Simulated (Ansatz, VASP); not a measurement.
## Two plane-wave programs on Br

```
Br
1.0
    -1.30858    1.70112    4.43833
     1.30858   -1.70112    4.43833
     1.30858    1.70112   -4.43833
Br
1
Direct
  0.00000 0.00000 0.00000
```

Alike in both runs: functional PBE; k mesh 20 × 20 × 20; occupations gaussian, width 0.1 eV; no spin polarisation.

Ansatz relaxed the structure, and its values are those at the end. VASP's run is a single point on that final structure, the one shown.

|  | VASP | Ansatz |
| --- | --- | --- |
| version | VASP 6.6.1 | Ansatz 0.2.0 |
| potentials or method | VASP PAW PBE potentials, release 64 (Br), cutoff 520 eV | scalar-relativistic, plane waves, PAW |
| valence electrons in the cell | 7 | 7 |

|  | VASP | Ansatz | Ansatz less VASP |
| --- | --- | --- | --- |
| gap on the k mesh at the Fermi level (eV) | none | none | - |
| pressure (GPa) | 0.0 | 0.0 | 0.00 |

A gap of «none» marks a metal or a gap that the smearing closes. With one functional, cell and mesh, what is left measures potentials, basis and numerics.
